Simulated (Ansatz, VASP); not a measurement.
# Two plane-wave programs on SnSe2

```xyz
3
Lattice="3.8126 0.0000 0.0000 -1.9063 3.3018 0.0000 0.0000 0.0000 30.1600" Properties=species:S:1:pos:R:3 pbc="T T T"
Se    0.0000    2.2012    6.9844
Se    1.9063    1.1006   10.1956
Sn    0.0000    0.0000    8.5900
```

Alike in both runs: functional revPBE; dispersion D3(BJ); k mesh 12 × 12 × 1; occupations gaussian, width 0.03 eV; no spin polarisation.

Ansatz relaxed the structure, and its values are those at the end. VASP's run is a single point on that final structure, the one shown.

```csv
,VASP,Ansatz
version,VASP 6.6.1,Ansatz 0.2.0
potentials or method,"VASP PAW PBE potentials, release 64 (Se, Sn_d), cutoff 400 eV","scalar-relativistic, plane waves, PAW"
valence electrons in the cell,26,46
```

Ansatz gave:

```
gap on the k mesh at the Fermi level (eV) : 0.81
least direct gap on the mesh (eV)         : 1.16
rms of the force components (eV/Å)        : 0.000
```

**Question.** Estimate VASP's values.

**Answer.** gap on the k mesh at the Fermi level (eV): 0.81; least direct gap on the mesh (eV): 1.16; rms of the force components (eV/Å): 0.006.

VASP's potentials were made for PBE, not for revPBE. VASP's potentials hold 26 valence electrons a cell and Ansatz's 46, so a difference there can come from the potentials and not from the codes. Ansatz's warnings: slab cell height set, structure snapped to symmetry.
